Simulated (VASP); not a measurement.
Wanted: the native input for a VASP 6.6.1 run.

* Task: relaxation of cell and atoms
* Functional: PBE
* Potentials or basis: VASP PAW PBE potentials, release 64 (Rb_sv)
* Cutoff: 600 eV
* k mesh: 5 × 5 × 7
* Occupations: fermi-dirac, width 0.08 eV
* Spin: no spin polarisation
* Target pressure: 1.9 GPa
* Dipole correction: no
* Further INCAR settings: ALGO = Normal; EDIFF = 1e-07; IBRION = 2; EDIFFG = -0.005; NSW = 32; ISIF = 3

The structure of Rb lies in POSCAR:

```
Rb
1.0
    7.1909782681      0.0000000000      0.0000000000
   -3.5954891340      6.2275698582      0.0000000000
    0.0000000000      0.0000000000      4.2880513492
Rb
3
Direct
    0.0000000000      0.0000000000      0.0000000000
    0.3333333333      0.6666666667      0.5000000000
    0.6666666667      0.3333333333      0.5000000000
```

The input as run:

INCAR

```
ALGO     = Normal         # electronic algorithm
EDIFF    = 1E-7           # SCF threshold, eV
EDIFFG   = -0.005         # ionic threshold
ENCUT    = 600            # plane-wave cutoff, eV
GGA      = PE             # functional
IBRION   = 2              # ionic algorithm
ISIF     = 3              # what is computed and relaxed
ISMEAR   = -1             # smearing method
LASPH    = True           # aspherical terms in the spheres
LCHARG   = False          # write CHGCAR
LREAL    = False          # projectors in reciprocal space
LWAVE    = False          # write WAVECAR
NELM     = 100            # most SCF steps
NSW      = 32             # ionic steps
PREC     = Accurate       # precision mode
PSTRESS  = 19.0         
SIGMA    = 0.08           # smearing width, eV
```

KPOINTS

```
k-points
0
Gamma
  5 5 7
```

Potentials or basis: VASP PAW PBE potentials, release 64 (Rb_sv).

Launch:

```sh
$ cat potpaw_PBE.64/Rb_sv/POTCAR > POTCAR
$ mpirun -np 1 vasp_std > vasp.out
```

It gave:

* Pressure after relaxing: 1.9 GPa

Caveat: the relaxation stopped at its first step, so nothing moved; the cell is relaxed towards a set pressure, so the enthalpy falls and the energy may rise.

Run time: 65 s on 1 thread of Intel(R) Xeon(R) 6975P-C (Granite Rapids) (shared host), peak memory 0.35 GiB.
